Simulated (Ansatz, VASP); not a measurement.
# One calculation of Zr3Sb4, two programs

INCAR

```
PREC     = Accurate       # precision mode
ENCUT    = 520            # plane-wave cutoff, eV
EDIFF    = 1E-6           # SCF threshold, eV
ISMEAR   = 0              # smearing method
SIGMA    = 0.1            # smearing width, eV
LREAL    = False          # projectors in reciprocal space
LASPH    = True           # aspherical terms in the spheres
NELM     = 60             # most SCF steps
ALGO     = Normal         # electronic algorithm
ISIF     = 2              # what is computed and relaxed
LWAVE    = False          # write WAVECAR
LCHARG   = True           # write CHGCAR
GGA      = PE             # functional
LELF     = True           # ELF
LVHAR    = True         
NBANDS   = 37             # bands
```

Contents of KPOINTS:

```
Automatic mesh
0
Gamma
  4 4 4
```

File POSCAR:

```
Zr3Sb4
1.0
    5.7251568700      0.0000000000      0.0000000000
    0.0000000000      5.7251568700      0.0000000000
    0.0000000000      0.0000000000      5.7251568700
Zr Sb
3 4
Direct
    0.0000000000      0.0000000000      0.5000000000
    0.5000000000      0.0000000000      0.0000000000
    0.0000000000      0.5000000000      0.0000000000
    0.2842946100      0.7157053900      0.2842946100
    0.7157053900      0.2842946100      0.2842946100
    0.2842946100      0.2842946100      0.7157053900
    0.7157053900      0.7157053900      0.7157053900
```

Input for Ansatz:

```yaml
crystal:
  lattice:
    - [5.72515687, 0.0, 0.0]
    - [0.0, 5.72515687, 0.0]
    - [0.0, 0.0, 5.72515687]
  atoms:
    - { symbol: Zr, position: [0.0, 0.0, 0.5] }
    - { symbol: Zr, position: [0.5, 0.0, 0.0] }
    - { symbol: Zr, position: [0.0, 0.5, 0.0] }
    - { symbol: Sb, position: [0.28429461, 0.71570539, 0.28429461] }
    - { symbol: Sb, position: [0.71570539, 0.28429461, 0.28429461] }
    - { symbol: Sb, position: [0.28429461, 0.28429461, 0.71570539] }
    - { symbol: Sb, position: [0.71570539, 0.71570539, 0.71570539] }
basis:
  ecutwfc: 420
kpoints:
  mp_grid: { grid: [4, 4, 4] }
hamiltonian:
  xc: pbe
scf:
  occupations: { method: gaussian, width: 0.1 }
  lower_state_search: "off"
output:
  forces: true
  stress: true
  eigenvalues: true
```

Change from the starting cell: species swapped into the Sn3As4 type (P-43m, No. 215).

Alike in both runs: task single point; functional PBE; k mesh 4 × 4 × 4; occupations gaussian, width 0.1 eV; no spin polarisation.

```csv
,VASP,Ansatz
version,VASP 6.6.1,Ansatz 0.2.0
potentials or method,"VASP PAW PBE potentials, release 64 (Zr_sv, Sb), cutoff 520 eV","scalar-relativistic, plane waves, PAW"
valence electrons in the cell,56,96
```

VASP gave:

- gap on the k mesh at the Fermi level (eV): 0.30
- least direct gap on the mesh (eV): 0.44
- pressure (GPa): 20.9
- rms of the force components (eV/Å): 0.882

**Question.** What did Ansatz give for the same quantities?

**Answer.** gap on the k mesh at the Fermi level (eV): 0.32; least direct gap on the mesh (eV): 0.46; pressure (GPa): 20.9; rms of the force components (eV/Å): 0.878.

Atom by atom the forces differ by 0.004 eV/Å (rms over components). VASP's potentials hold 56 valence electrons a cell and Ansatz's 96, so a difference there can come from the potentials and not from the codes.

Neither program's run includes spin-orbit coupling.
